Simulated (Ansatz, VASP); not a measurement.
**One calculation of Co, two programs**

INCAR

```
SYSTEM = Co
  ALGO = Normal
  EDIFF = 1E-7
  ENCUT = 520
  GGA = RP
  ISIF = 2
  ISMEAR = -1
  ISPIN = 2
  LASPH = .True.
  LCHARG = .True.
  LELF = .True.
  LMAXMIX = 4
  LORBIT = 11
  LREAL = .False.
  LVHAR = .True.
  LWAVE = .False.
  MAGMOM = 1.88
  NBANDS = 14
  NELM = 150
  PREC = Accurate
  SIGMA = 0.05
```

The input KPOINTS:

```
k-points
0
Gamma
  17 17 17
  0 0 0
```

POSCAR

```
Co
1.0
   -1.3606697645      1.3606697645      1.3606697645
    1.3606697645     -1.3606697645      1.3606697645
    1.3606697645      1.3606697645     -1.3606697645
Co
1
Direct
    0.0000000000      0.0000000000      0.0000000000
```

Input for Ansatz:

```yaml
crystal:
  lattice:
    - [-1.3606697645, 1.3606697645, 1.3606697645]
    - [1.3606697645, -1.3606697645, 1.3606697645]
    - [1.3606697645, 1.3606697645, -1.3606697645]
  atoms:
    - { symbol: Co, position: [0.0, 0.0, 0.0], spin: 1.88 }
hamiltonian:
  xc: rpbe
  pseudopotentials:
    kind: paw
    azcp:
      Co: "pseudopotentials/Co.paw.azcp"
basis:
  ecutwfc: 420
  fft_grid_basis: typed
kpoints:
  mp_grid: { grid: [17, 17, 17], shift: [0, 0, 0] }
magnetization:
  spin_polarized: true
scf:
  occupations: { method: fermi_dirac, width: 0.05 }
  lower_state_search: "off"
output:
  stress: true
  write_density: true
  write_potential: true
  elf: true
  volumetric_format: npy
```

Alike in both runs: task single point; functional RPBE; k mesh 17 × 17 × 17; occupations fermi-dirac, width 0.05 eV; collinear spin.

|  | VASP | Ansatz |
| --- | --- | --- |
| version | VASP 6.6.1 | Ansatz 0.2.0 |
| potentials or method | VASP PAW PBE potentials, release 64 (Co), cutoff 520 eV | plane waves (420 eV) with PAW, scalar-relativistic |
| valence electrons in the cell | 9 | 17 |

Ansatz gave:

```
net moment per atom (μB)                                      : 1.72
size of the moment on the site where the two differ most (μB) : 1.78
```

Q: Which values does VASP return?

A: net moment per atom (μB): 1.70; size of the moment on the site where the two differ most (μB): 1.71.

VASP's potentials were made for PBE, not for RPBE. Site moments also hang on the region over which each program counts them. VASP's potentials hold 9 valence electrons a cell and Ansatz's 17, so a difference there can come from the potentials and not from the codes.
